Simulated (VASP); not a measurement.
# Al (Fm-3m) in VASP: settings compared, part 2 of 2

VASP 6.6.1.

## Step 3: Single point, PBEsol (volume scaled by 0.94)

Contents of INCAR:

```
SYSTEM = Al
PREC     = Accurate       ! precision mode
ENCUT    = 520            ! plane-wave cutoff, eV
EDIFF    = 1E-6           ! SCF threshold, eV
ISMEAR   = -1             ! smearing method
SIGMA    = 0.08           ! smearing width, eV
LREAL    = .False.        ! projectors in reciprocal space
LASPH    = .True.         ! aspherical terms in the spheres
NELM     = 80             ! most SCF steps
ALGO     = Normal         ! electronic algorithm
ISIF     = 2              ! what is computed and relaxed
LWAVE    = .False.        ! write WAVECAR
LCHARG   = .False.        ! write CHGCAR
GGA      = PS             ! functional
NBANDS   = 8              ! bands
```

Contents of KPOINTS:

```
Automatic mesh
0
Gamma
  18 18 18
  0 0 0
```

Contents of POSCAR:

```
Al
1.0
    0.0000000000      1.9668070754      1.9668070754
    1.9668070754      0.0000000000      1.9668070754
    1.9668070754      1.9668070754      0.0000000000
Al
1
Direct
    0.0000000000      0.0000000000      0.0000000000
```

Potentials or basis: VASP PAW PBE potentials, release 64 (Al).

The run is started by

```sh
$ cat potpaw_PBE.64/Al/POTCAR > POTCAR
$ mpirun -np 1 vasp_std > vasp.out
```

OUTCAR:

```text
SYSTEM = Al
   PREC = Accurate
   ENCUT = 520
   EDIFF = 1E-6
   ISMEAR = -1
   LREAL = .False.
   LASPH = .True.
   NELM = 80
   ISIF = 2
   GGA = PS

 ion  position               nearest neighbor table
   1  0.000  0.000  0.000-

  LATTYP: Found a face centered cubic cell.
 ALAT       =     3.9336141508

  Lattice vectors:

 A1 = (   0.0000000000,   1.9668070754,   1.9668070754)
 A2 = (   1.9668070754,   0.0000000000,   1.9668070754)
 A3 = (   1.9668070754,   1.9668070754,   0.0000000000)

Analysis of symmetry for initial positions (statically):
=====================================================================
 Subroutine PRICEL returns:
 Original cell was already a primitive cell.

 Routine SETGRP: Setting up the symmetry group for a
 face centered cubic supercell.

 Subroutine GETGRP returns: Found 48 space group operations
 (whereof 48 operations were pure point group operations)
 out of a pool of 48 trial point group operations.

The static configuration has the point symmetry O_h .

Analysis of symmetry for dynamics (positions and initial velocities):
=====================================================================
[... 153 lines left out ...]

  energy without entropy =       -4.06856547  energy(sigma->0) =       -4.07312205

 E-fermi :   8.8129     XC(G=0): -10.5557

 val. band max:        8.8126282930   @ k =  -0.2222   0.3889   0.1667
 cond. band min:       8.8883687354   @ k =   0.5000   0.3889   0.0000
 fundamental gap:      0.0757404424
 Fermi energy:         8.8129247048

 k-point     1 :       0.0000    0.0000    0.0000
  band No.  band energies     occupation
      1      -2.8816      2.00000
      2      21.8698      0.00000
      3      21.8698      0.00000
      4      21.8698      0.00000
      5      23.9961      0.00000
      6      23.9961      0.00000
      7      23.9961      0.00000
      8      25.9063      0.00000
[... 243 lines left out ...]
 k-point    24 :      -0.2222    0.0556    0.0000
  band No.  band energies     occupation
      1      -1.1522      2.00000
      2      12.8354      0.00000
      3      18.6002      0.00000
      4      21.5690      0.00000
      5      23.4276      0.00000
      6      24.5434      0.00000
      7      25.0295      0.00000
      8      27.3036      0.00000

 [... further k-points ...]
[... 5 lines left out ...]
  --------------------------------------------------------------------------------------
  -------------------------------------------------------------------------------------
  Total        0.5564704      0.5564704      0.5564704     -0.0000000     -0.0000000      0.0000000
  in kB       58.5918711     58.5918711     58.5918711     -0.0000000     -0.0000000      0.0000000
  external PRESSURE =      58.5918711 kB  Pullay stress =       0.0000000 kB

 VOLUME and BASIS-vectors are now :
 -----------------------------------------------------------------------------
  energy-cutoff  :      520.00
  volume of cell :       15.22
      direct lattice vectors                 reciprocal lattice vectors
     0.000000000  1.966807075  1.966807075    -0.254219138  0.254219138  0.254219138
     1.966807075  0.000000000  1.966807075     0.254219138 -0.254219138  0.254219138
     1.966807075  1.966807075  0.000000000     0.254219138  0.254219138 -0.254219138

 POSITION                                       TOTAL-FORCE (eV/Angst)
 -----------------------------------------------------------------------------------
      0.00000      0.00000      0.00000         0.000000      0.000000      0.000000
 -----------------------------------------------------------------------------------
    total drift:                               -0.000000      0.000000      0.000000

  FREE ENERGIE OF THE ION-ELECTRON SYSTEM (eV)
  ---------------------------------------------------
  free  energy   TOTEN  =        -4.0776786373 eV

  energy  without entropy=       -4.0685654724  energy(sigma->0) =       -4.07312205
```

OSZICAR:

```text
N       E                     dE             d eps       ncg     rms          rms(c)
DAV:   1    -0.258232559295E+01   -0.25823E+01   -0.92295E+02  3120   0.210E+02
DAV:   2    -0.410049791683E+01   -0.15182E+01   -0.14837E+01  4336   0.196E+01
DAV:   3    -0.410784489447E+01   -0.73470E-02   -0.73424E-02  3936   0.152E+00
DAV:   4    -0.410786386111E+01   -0.18967E-04   -0.18967E-04  4952   0.677E-02
DAV:   5    -0.410786389738E+01   -0.36274E-07   -0.35717E-07  4024   0.156E-03    0.155E+00
DAV:   6    -0.408986905857E+01    0.17995E-01   -0.17617E-03  4264   0.177E-01    0.878E-01
DAV:   7    -0.407769732346E+01    0.12172E-01   -0.49079E-03  4136   0.286E-01    0.189E-01
DAV:   8    -0.407767924429E+01    0.18079E-04   -0.19970E-05  4608   0.295E-02    0.214E-02
DAV:   9    -0.407767863731E+01    0.60698E-06   -0.26213E-07  4360   0.250E-03
   1 F= -.40776786E+01 E0= -.40731221E+01  d E =-.911316E-02
```

stdout:

```text
POSCAR found type information on POSCAR Al
 POSCAR found :  1 types and       1 ions
 scaLAPACK will be used
 -----------------------------------------------------------------------------
|                                                                             |
|                                                                             |
|     You enforced a specific xc type in the INCAR file but a different       |
|     I HOPE YOU KNOW WHAT YOU ARE DOING!                                     |
|                                                                             |
 -----------------------------------------------------------------------------

 LDA part: xc-table for (Slater+PW92), standard interpolation
 POSCAR, INCAR and KPOINTS ok, starting setup
 FFT: planning ... GRIDC
 FFT: planning ... GRID_SOFT
 FFT: planning ... GRID
 WAVECAR not read
 entering main loop
```

Run time: 40 s. Hardware: 1 thread of AMD EPYC 7R13, shared host; peak memory 0.11 GiB.

Results:

```
Free energy : -4.0777 eV
Pressure    : 5.9 GPa
```

Caveat: the cell differs from its parent crystal (volume scaled by 0.94); the PAW data sets were made with another functional, which shifts forces and pressure a little.

## Step 4: Single point, PBEsol+D4

This run uses another cell than the first one, of 7.28 Å³/atom, 0.511 times its volume.

Contents of INCAR:

```
PREC     = Accurate       # precision mode
ENCUT    = 500            # plane-wave cutoff, eV
EDIFF    = 1E-6           # SCF threshold, eV
ISMEAR   = -1             # smearing method
SIGMA    = 0.08           # smearing width, eV
LREAL    = F              # projectors in reciprocal space
LASPH    = T              # aspherical terms in the spheres
NELM     = 120            # most SCF steps
ALGO     = Normal         # electronic algorithm
ISIF     = 2              # what is computed and relaxed
LWAVE    = F              # write WAVECAR
LCHARG   = F              # write CHGCAR
GGA      = PS             # functional
IVDW     = 13             # dispersion correction
NBANDS   = 8              # bands
GGA_COMPAT= F
```

Contents of KPOINTS:

```
Automatic mesh
0
Gamma
  18 18 18
```

Contents of POSCAR:

```
Al
1.0
    0.0000000000      1.5385914522      1.5385914522
    1.5385914522      0.0000000000      1.5385914522
    1.5385914522      1.5385914522      0.0000000000
Al
1
Direct
    0.0000000000      0.0000000000      0.0000000000
```

The run is started by

```sh
$ cat potpaw_PBE.64/Al/POTCAR > POTCAR
$ mpirun -np 1 vasp_std > vasp.out
```

Wall time 11 s (1 thread of Intel Xeon 8259CL, shared host); peak memory 0.12 GiB.

Results (log left out):

```yaml
Free_energy: 0.3725 eV
Pressure: 335.6 GPa
Dispersion_energy_per_atom: -0.418 eV
```

Levels at points of the mesh, in eV from the Fermi level:
```
           k point  band 1  band 2  band 3  band 4  band 5  band 6
(0.00, 0.00, 0.00)  -17.44   18.46   18.46   18.46   24.17   28.28
(0.50, 0.00, 0.00)   -7.68   -5.44   16.27   16.27   22.06   24.20
(0.50, 0.50, 0.00)   -4.15   -2.80    5.32   11.78   11.78   22.85
```

Caveat: the PAW data sets were made with another functional, which shifts forces and pressure a little; pairwise dispersion overbinds metals, which lowers pressure and volume.

## Step 5: Overview

```tsv
level	cell	cutoff (eV)	gap on the mesh (eV)	pressure (GPa)
PBEsol	a = 2.721 Å, angles 60.0°, 1 atom	520	none	14.0
PBEsol	a = 2.781 Å, angles 60.0°, 1 atom	520	none	5.9
PBEsol+D4	a = 2.176 Å, angles 60.0°, 1 atom	500	none	335.6
```

Alike in all rows: task single point; potentials or basis VASP PAW PBE potentials, release 64 (Al); no spin polarisation; k mesh 18 × 18 × 18; smearing fermi-dirac 0.08 eV.

Caveats: the PAW data sets were made with another functional, which shifts forces and pressure a little; pairwise dispersion overbinds metals, which lowers pressure and volume (some runs).

Absolute energies hang on the potentials; compare differences alone.
